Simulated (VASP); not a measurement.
# Sb (Pm-3m) in VASP: settings compared, part 2 of 2

VASP 6.6.1. Earlier steps stand in the parts before.

## (3) Single point, PBE0

Contents of POSCAR:

```
Sb
1.0
    3.1600000000      0.0000000000      0.0000000000
    0.0000000000      3.1600000000      0.0000000000
    0.0000000000      0.0000000000      3.1600000000
Sb
1
Direct
    0.0000000000      0.0000000000      0.0000000000
```

Contents of INCAR.step1:

```
PREC = Accurate
ENCUT = 400
EDIFF = 1E-5
ISMEAR = -1
SIGMA = 0.05
LREAL = F
LASPH = T
NELM = 120
ALGO = Normal
ISIF = 2
LWAVE = T
LCHARG = F
NBANDS = 14
GGA = PE
GGA_COMPAT = F
```

Contents of INCAR.step2:

```
PREC = Accurate
ENCUT = 400
EDIFF = 1E-6
ISMEAR = -1
SIGMA = 0.05
LREAL = F
LASPH = T
NELM = 120
ALGO = Normal
ISIF = 2
LWAVE = F
LCHARG = F
GGA = PE
LHFCALC = T
AEXX = 0.25
PRECFOCK = Normal
NBANDS = 14
ISTART = 1
GGA_COMPAT = F
```

Contents of KPOINTS:

```
Automatic mesh
0
Gamma
  4 4 4
```

Potentials or basis: VASP PAW PBE potentials, release 64 (Sb_d_GW).

On the command line:

```
$ cat potpaw_PBE.64/Sb_d_GW/POTCAR > POTCAR
$ cp INCAR.step1 INCAR
$ mpirun -np 1 vasp_std > vasp.out
$ cp INCAR.step2 INCAR
$ mpirun -np 1 vasp_std > vasp.out
```

OUTCAR:

```text
PREC = Accurate
   ENCUT = 400
   EDIFF = 1E-6
   ISMEAR = -1
   LREAL = F
   LASPH = T
   NELM = 120
   ISIF = 2
   GGA = PE
   LHFCALC = T
   AEXX = 0.25
   PRECFOCK = Normal
   ISTART = 1

 ion  position               nearest neighbor table
   1  0.000  0.000  0.000-

  LATTYP: Found a simple cubic cell.
 ALAT       =     3.1600000000

  Lattice vectors:

 A1 = (   3.1600000000,   0.0000000000,   0.0000000000)
 A2 = (   0.0000000000,   3.1600000000,   0.0000000000)
 A3 = (   0.0000000000,   0.0000000000,   3.1600000000)

Analysis of symmetry for initial positions (statically):
=====================================================================
 Subroutine PRICEL returns:
 Original cell was already a primitive cell.

 Routine SETGRP: Setting up the symmetry group for a
 simple cubic supercell.

 Subroutine GETGRP returns: Found 48 space group operations
 (whereof 48 operations were pure point group operations)
 out of a pool of 48 trial point group operations.

The static configuration has the point symmetry O_h .

Analysis of symmetry for dynamics (positions and initial velocities):
=====================================================================
 Subroutine PRICEL returns:
 Original cell was already a primitive cell.

 Routine SETGRP: Setting up the symmetry group for a
 simple cubic supercell.

 Subroutine GETGRP returns: Found 48 space group operations
 (whereof 48 operations were pure point group operations)
 out of a pool of 48 trial point group operations.

The dynamic configuration has the point symmetry O_h .

 Subroutine INISYM returns: Found 48 space group operations
 (whereof 48 operations are pure point group operations),
 and found     1 'primitive' translations

----------------------------------------------------------------------------------------

[... 108 lines left out ...]
   HFSCREEN=    0.0000 screening length (either q_TF or 0.3 A-1)
   HFSCREENC=   0.0000 screening length for correlation (either q_TF or 0.3 A-1)
   ENCUTFOCK=  -1.0 apply spherical cutoff to Coloumb kernel
   IVDW    =     0    specifies the selected vdW correction
   LEPSILON=     F    determine dielectric tensor
   LRPA    =     F    only Hartree local field effects (RPA)
 non-spin polarized calculation
  energy-cutoff  :      400.00
  volume of cell :       31.55
 maximum number of plane-waves:       587
 NGX is ok and might be reduce to    24
  NGX = 16; NGY = 16; NGZ = 16

 number of electron      14.9999992 magnetization

 Free energy of the ion-electron system (eV)
  ---------------------------------------------------
  ext. energy  EPLUGINS =         0.00000000
  ---------------------------------------------------
  free energy    TOTEN  =        -4.97518039 eV

  energy without entropy =       -4.96651546  energy(sigma->0) =       -4.97084793

 E-fermi :   4.8747     XC(G=0):  -7.7330

 val. band max:        3.5276647618   @ k =   0.2500   0.2500   0.2500
 cond. band min:       4.9560112381   @ k =   0.5000   0.2500   0.0000
 fundamental gap:      1.4283464762
 Fermi energy:         4.8747133244

 k-point     1 :       0.0000    0.0000    0.0000
  band No.  band energies     occupation
      1     -27.6982      2.00000
      2     -27.6982      2.00000
      3     -27.5361      2.00000
      4     -27.5361      2.00000
      5     -27.5361      2.00000
      6      -9.3579      2.00000
      7       8.3627      0.00000
      8       8.3627      0.00000
      9       8.3627      0.00000
     10      12.3536      0.00000
     11      12.3536      0.00000
     12      13.3453      0.00000
     13      24.4639      0.00000
     14      24.4639      0.00000
[... 139 lines left out ...]
      1     -27.6200      2.00000
      2     -27.6200      2.00000
      3     -27.6200      2.00000
      4     -27.4776      2.00000
      5     -27.4776      2.00000
      6      -0.9750      2.00000
      7       2.3632      2.00000
      8       2.3632      2.00000
      9       2.3632      2.00000
     10      10.2556      0.00000
     11      10.2556      0.00000
     12      10.2556      0.00000
     13      12.4496      0.00000
     14      30.0936      0.00000

------------------------ aborting loop because EDIFF is reached ----------------------------------------

  FORCE on cell =-STRESS in cart. coord.  units (eV):
  Direction    XX          YY          ZZ          XY          YZ          ZX
  --------------------------------------------------------------------------------------
  -------------------------------------------------------------------------------------
  Total       -1.2042876     -1.2042876     -1.2042876      0.0000000     -0.0000000      0.0000000
  in kB      -61.1476186    -61.1476186    -61.1476186      0.0000000     -0.0000000      0.0000000
  external PRESSURE =     -61.1476186 kB  Pullay stress =       0.0000000 kB

 VOLUME and BASIS-vectors are now :
 -----------------------------------------------------------------------------
  energy-cutoff  :      400.00
  volume of cell :       31.55
      direct lattice vectors                 reciprocal lattice vectors
     3.160000000  0.000000000  0.000000000     0.316455696  0.000000000  0.000000000
     0.000000000  3.160000000  0.000000000     0.000000000  0.316455696  0.000000000
     0.000000000  0.000000000  3.160000000     0.000000000  0.000000000  0.316455696

 POSITION                                       TOTAL-FORCE (eV/Angst)
 -----------------------------------------------------------------------------------
      0.00000      0.00000      0.00000         0.000000      0.000000      0.000000
 -----------------------------------------------------------------------------------
    total drift:                                0.000001      0.000000     -0.000000

  FREE ENERGIE OF THE ION-ELECTRON SYSTEM (eV)
  ---------------------------------------------------
  free  energy   TOTEN  =        -4.9751803914 eV

  energy  without entropy=       -4.9665154598  energy(sigma->0) =       -4.97084793
```

Run time: 85 s. Hardware: 1 thread of AMD EPYC 9R45 (Zen 5), shared host; peak memory 0.11 GiB.

What came out:

```yaml
Free_energy: -4.9752 eV
Pressure: -6.1 GPa
Band_gap_on_the_k_mesh: zero (an odd number of electrons rules out a gap without spin polarisation)
```

Caveat: the k points lie up to 0.50 Å⁻¹ apart, too coarse for converged energies and pressures of a metal; the PAW data sets were made with another functional, which shifts forces and pressure a little; spin-orbit coupling is left out, which moves the levels of the heavy elements.

The gap in the log of VASP goes by the Fermi energy; the results here count the filled bands.